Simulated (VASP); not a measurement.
## Ti: single point with LDA

Crystal: Ti.

```
CELL_PARAMETERS angstrom
0.00000 2.03674 2.03674
2.03674 0.00000 2.03674
2.03674 2.03674 0.00000
ATOMIC_POSITIONS crystal
Ti 0.00000 0.00000 0.00000
```

This isn't the form of Ti at room conditions, which is hcp.

* Program: VASP 6.6.1
* Task: single point
* Functional: LDA
* Potentials or basis: VASP PAW LDA potentials, release 64 (Ti_sv)
* Cutoff: 500 eV
* k mesh: 15 × 15 × 15
* Occupations: fermi-dirac, width 0.05 eV
* Spin: no spin polarisation

```json
{
 "Pressure": "-6.0 GPa",
 "Band gap on the k mesh": "zero (bands 6 and 7 overlap by 1.15 eV)"
}
```

Levels at points of the mesh, in eV from the Fermi level:
```tsv
k point	band 3	band 4	band 5	band 6	band 7	band 8	band 9	band 10
(0.00, 0.00, 0.00)	-32.18	-32.18	-6.08	0.85	0.85	0.85	2.52	2.52
```

Wall time 21 s on 1 thread of Intel Xeon 8259CL (shared host), peak memory 0.14 GiB.

Caveat: the cell stands under tension.
